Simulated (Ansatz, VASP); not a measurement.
BeTe: VASP and Ansatz over several settings

```
CELL_PARAMETERS angstrom
0.00000 2.75141 2.75141
2.75141 0.00000 2.75141
2.75141 2.75141 0.00000
ATOMIC_POSITIONS crystal
Te 0.75000 0.75000 0.75000
Be 0.00000 0.00000 0.00000
```

Single points on this cell with VASP 6.6.1 and Ansatz 0.2.0. Each row is one pair of runs. Alike in all rows: spin: off; k mesh: 8 × 8 × 8; smearing: fermi-dirac, width 0.05 eV; Ansatz's potentials, cutoff: Ansatz PAW, 420 eV.

```csv
level,"VASP's potentials, cutoff","gap on the k mesh at the Fermi level (eV), VASP","gap on the k mesh at the Fermi level (eV), Ansatz","least direct gap on the mesh (eV), VASP","least direct gap on the mesh (eV), Ansatz","pressure (GPa), VASP","pressure (GPa), Ansatz"
PBEsol+D3(BJ),"VASP PAW PBE potentials, release 64 (Te, Be), 520 eV",1.67,1.69,3.53,3.56,1.5,1.2
LDA,"VASP PAW LDA potentials, release 64 (Te, Be), 520 eV",1.70,1.72,3.52,3.56,2.2,1.9
RPBE+D4,"VASP PAW PBE potentials, release 64 (Te, Be), 520 eV",1.87,1.89,3.56,3.59,2.2,2.1
PBE exchange alone,"VASP PAW PBE potentials, release 64 (Te, Be), 520 eV",?,2.07,?,3.64,?,14.3
```

Problem. Fill in what VASP gave in row 4.

Solution. gap on the k mesh at the Fermi level (eV): 2.06; least direct gap on the mesh (eV): 3.63; pressure (GPa): 14.6.

VASP's potentials hold 8 valence electrons a cell and Ansatz's 18, so a difference there can come from the potentials and not from the codes.

Spin-orbit coupling is off throughout.
